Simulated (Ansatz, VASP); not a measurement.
BiSb3O2 in VASP and in Ansatz

File INCAR:

```
SYSTEM = BiSb3O2
  PREC = Accurate
  ENCUT = 600
  EDIFF = 1E-6
  ISMEAR = 0
  SIGMA = 0.1
  LREAL = .False.
  LASPH = .True.
  NELM = 100
  ALGO = Normal
  ISIF = 3
  LWAVE = .False.
  LCHARG = .False.
  GGA = PE
  IBRION = 2
  NSW = 90
  EDIFFG = -0.04
```

Contents of KPOINTS:

```
Automatic mesh
0
Gamma
  3 3 6
  0 0 0
```

Contents of POSCAR:

```
BiSb3O2
1.0
    6.3856393000      0.0000000000      0.0000000000
   -3.1928196500      5.5301258532      0.0000000000
    0.0000000000      0.0000000000      3.5628130073
Sb Bi O
3 1 2
Direct
    0.0000000000      0.5000000000      0.0000000000
    0.5000000000      0.5000000000      0.0000000000
    0.5000000000      0.0000000000      0.0000000000
    0.0000000000      0.0000000000      0.5000000000
    0.6666666667      0.3333333333      0.5000000000
    0.3333333333      0.6666666667      0.5000000000
```

Input for Ansatz:

```yaml
crystal:
  lattice:
    - [6.3856393, 0.0, 0.0]
    - [-3.19281965, 5.5301258532, 0.0]
    - [0.0, 0.0, 3.5628130073]
  atoms:
    - { symbol: Sb, position: [0.0, 0.5, 0.0] }
    - { symbol: Sb, position: [0.5, 0.5, 0.0] }
    - { symbol: Sb, position: [0.5, 0.0, 0.0] }
    - { symbol: Bi, position: [0.0, 0.0, 0.5] }
    - { symbol: O, position: [0.6666666667, 0.3333333333, 0.5] }
    - { symbol: O, position: [0.3333333333, 0.6666666667, 0.5] }
basis:
  ecutwfc: 420
kpoints:
  mp_grid: { grid: [3, 3, 6] }
hamiltonian:
  xc: pbe
scf:
  occupations: { method: gaussian, width: 0.1 }
  lower_state_search: "off"
output:
  forces: true
  stress: true
  eigenvalues: true
relax:
  adjacent_minimum: "off"
  f_tol: 0.04
  max_steps: 70
  cell: { stress_tol: 0.4 }
```

Change from the starting cell: species swapped into the DyB2Rh3 type (P6/mmm, No. 191).

Alike in both runs: task relaxation of cell and atoms; functional PBE; k mesh 3 × 3 × 6; occupations gaussian, width 0.1 eV; no spin polarisation.

|  | VASP | Ansatz |
| --- | --- | --- |
| version | VASP 6.6.1 | Ansatz 0.2.0 |
| potentials or method | VASP PAW PBE potentials, release 64 (Sb, Bi_d, O), cutoff 600 eV | scalar-relativistic, plane waves, PAW |
| valence electrons in the cell | 42 | 72 |

```csv
,VASP,Ansatz,Ansatz less VASP
"gap on the k mesh at the Fermi level, each at its own relaxed structure (eV)",none,none,-
relaxed volume (Å³/atom),20.97,21.06,+0.092
relaxed cell length with the largest relative difference (Å),3.524,3.533,+0.0083
```

A gap of «none» marks a metal or a gap that the smearing closes. VASP's potentials hold 42 valence electrons a cell and Ansatz's 72, so a difference there can come from the potentials and not from the codes.

The k mesh is coarse, so the values compare programs but aren't converged. Neither program's run includes spin-orbit coupling.
